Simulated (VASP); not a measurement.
Here is a VASP 6.6.1 calculation.

The input INCAR:

```
SYSTEM = Os
ALGO = Normal
EDIFF = 1E-6
ENCUT = 520
GGA = PS
ISIF = 2
ISMEAR = 0
LASPH = .TRUE.
LCHARG = .FALSE.
LREAL = .FALSE.
LWAVE = .FALSE.
NBANDS = 10
NELM = 60
PREC = Accurate
SIGMA = 0.15
```

File KPOINTS:

```
k-points
0
G
  20 20 20
  0 0 0
```

The input POSCAR:

```
Os
1.0
    0.0000000000      1.9450000000      1.9450000000
    2.0422500000      0.0000000000      1.9450000000
    2.0422500000      1.9450000000      0.0000000000
Os
1
Direct
    0.0000000000      0.0000000000      0.0000000000
```

Potentials or basis: VASP PAW PBE potentials, release 64 (Os).

Launch:

```console
$ cat potpaw_PBE.64/Os/POTCAR > POTCAR
$ mpirun -np 1 vasp_std > vasp.out
```

Task: What does it give for the pressure?

Result: -33.9 GPa.

Task: Estimate the band gap on the k mesh.

Result: Zero (band 4 reaches 10.10 eV, above the bottom of band 5 at 6.35 eV).

Stress tensor (GPa, compression positive):
```
-42.95   0.00   0.00
  0.00 -29.45   0.00
  0.00   0.00 -29.45
```

Caveat: the cell differs from its parent crystal (strain +0.0500 x Voigt [1, 0, 0, 0, 0, 0]); the PAW data sets were made with another functional, which shifts forces and pressure a little; spin-orbit coupling is left out, which moves the levels of the heavy elements.
